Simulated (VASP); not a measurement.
Write the native input for VASP 6.6.1 that does the following.

```yaml
Task: single point
Functional: PBE
Potentials_or_basis: VASP PAW PBE potentials, release 64 (Si, Pt, P, Au)
Cutoff: 400 eV
k_mesh: 1 × 1 × 1, shifted
Occupations: fermi-dirac, width 0.05 eV
Spin: no spin polarisation
Dipole_correction: no
Mended: yes
Further_INCAR_settings: LREAL = Auto; ALGO = Normal; EDIFF = 1e-06; NBANDS = 73; ISYM = -1
```

The structure of Si13P2Pt3Au2 lies in POSCAR:

```
Si13P2Pt3Au2
1.0
    6.4794480000     -0.0023350000     -0.0331270000
   -0.0023350000      6.7843160000      0.1466780000
   -0.0331270000      0.1466780000      7.1568870000
Si Pt P Au
13 3 2 2
Direct
    0.6181593244      0.3673001407      0.9468576092
    0.9096627325      0.5399285079      0.0402885729
    0.6284594528      0.8973304150      0.2402293547
    0.1749094021      0.8807758531      0.5695584942
    0.1447922349      0.3842629042      0.7002898911
    0.0959975097      1.0012360428      0.2692663457
    0.2722779830      0.5112803452      0.0553685107
    0.4285997254      0.6106791798      0.7480211749
    0.5414225061      0.2946405565      0.4219213487
    0.8309595013      0.0735080192      0.4960979803
    0.2202036524      0.8905452364      0.9125695700
    0.7440617653      0.5754665020      0.3579799791
    0.8874046894      0.1759928979      0.8109577207
    0.4200728445      0.1409072226      0.7064368577
    0.4116234750      0.1605619052      0.1341198976
    0.8911667960      0.8812234290      0.0068903690
    0.6683124723      0.8666322585      0.7236491649
    0.9053650624      0.6442321620      0.6290204587
    0.3596248480      0.6513550389      0.3772025237
    0.0742052753      0.3513493714      0.3336499480
```

These files were run (other wordings do the same):

INCAR

```
SYSTEM = Si13P2Pt3Au2
PREC = Accurate
ENCUT = 400
EDIFF = 1E-6
ISMEAR = -1
SIGMA = 0.05
LREAL = Auto
LASPH = .TRUE.
NELM = 120
ALGO = Normal
ISIF = 2
LWAVE = .FALSE.
LCHARG = .TRUE.
GGA = PE
LELF = .TRUE.
LVHAR = .TRUE.
ISYM = -1
NBANDS = 73
GGA_COMPAT = .FALSE.
```

KPOINTS

```
explicit points
1
Reciprocal
  0.25000000   0.25000000   0.25000000 1
```

Potentials or basis: VASP PAW PBE potentials, release 64 (Si, Pt, P, Au).

Command:

```console
$ cat potpaw_PBE.64/Si/POTCAR potpaw_PBE.64/Pt/POTCAR potpaw_PBE.64/P/POTCAR potpaw_PBE.64/Au/POTCAR > POTCAR
$ mpirun -np 1 vasp_std > vasp.out
```

Results of the run:

| Item | Value |
| --- | --- |
| Pressure | 9.0 GPa |
| Largest force | 1.830 eV/Å |

Caveat: the atoms stand as in a frame of molecular dynamics.

Run time: 35 s on 1 thread of Intel(R) Xeon(R) Platinum 8375C CPU @ 2.90GHz (Ice Lake), with other jobs on the host, peak memory 0.29 GiB.
